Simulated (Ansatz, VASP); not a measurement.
One calculation of Al2Cu, two programs

INCAR

```
SYSTEM = Al2Cu
  ALGO = Fast
  EDIFF = 1E-6
  ENCUT = 520
  GGA = PS
  ISIF = 2
  ISMEAR = 0
  LASPH = .TRUE.
  LCHARG = .FALSE.
  LREAL = .FALSE.
  LWAVE = .FALSE.
  NBANDS = 26
  NELM = 60
  PREC = Accurate
  SIGMA = 0.15
```

File KPOINTS:

```
k-points
0
G
  10 10 10
  0 0 0
```

Contents of POSCAR:

```
Al2Cu
1.0
   -3.0564500000      3.0564500000      2.3414000000
    3.0564500000     -3.0564500000      2.3414000000
    3.0564500000      3.0564500000     -2.3414000000
Al Cu
4 2
Direct
    0.1593210787      0.6593210787      0.8186421574
    0.6593210787      0.8406789213      0.5000000000
    0.8406789213      0.3406789213      0.1813578426
    0.3406789213      0.1593210787      0.5000000000
    0.7500000000      0.7500000000      0.0000000000
    0.2500000000      0.2500000000      0.0000000000
```

Input for Ansatz:

```yaml
crystal:
  lattice:
    - [-3.05645, 3.05645, 2.3414]
    - [3.05645, -3.05645, 2.3414]
    - [3.05645, 3.05645, -2.3414]
  atoms:
    - { symbol: Al, position: [0.1593210787, 0.6593210787, 0.8186421574] }
    - { symbol: Al, position: [0.6593210787, 0.8406789213, 0.5] }
    - { symbol: Al, position: [0.8406789213, 0.3406789213, 0.1813578426] }
    - { symbol: Al, position: [0.3406789213, 0.1593210787, 0.5] }
    - { symbol: Cu, position: [0.75, 0.75, 0.0] }
    - { symbol: Cu, position: [0.25, 0.25, 0.0] }
basis:
  ecutwfc: 520.0
kpoints:
  mp_grid: { grid: [10, 10, 10] }
hamiltonian:
  xc: pbesol
  pseudopotentials: { kind: paw, azcp: { folder: soft_1 } }
scf:
  occupations: { method: gaussian, width: 0.15 }
output:
  forces: true
  stress: true
  eigenvalues: true
```

Alike in both runs: task single point; functional PBEsol; k mesh 10 × 10 × 10; occupations gaussian, width 0.15 eV; no spin polarisation.

```csv
,VASP,Ansatz
version,VASP 6.6.1,Ansatz 0.2.0
potentials or method,"VASP PAW PBE potentials, release 64 (Al, Cu), cutoff 520 eV","scalar-relativistic, plane waves, PAW"
valence electrons in the cell,34,50
```

```tsv
	VASP	Ansatz	Ansatz less VASP
gap on the k mesh at the Fermi level (eV)	none	none	-
pressure (GPa)	-0.5	-0.7	-0.23
traceless stress, the component that is largest in VASP (GPa)	5.09	5.07	-0.013
rms of the force components (eV/Å)	0.064	0.062	-0.0017
```

VASP's potentials were made for PBE, not for PBEsol, and Ansatz warns of the same on its side. Atom by atom the forces differ by 0.002 eV/Å (rms over components). A gap of «none» marks a metal or a gap that the smearing closes. VASP's potentials hold 34 valence electrons a cell and Ansatz's 50, so a difference there can come from the potentials and not from the codes.
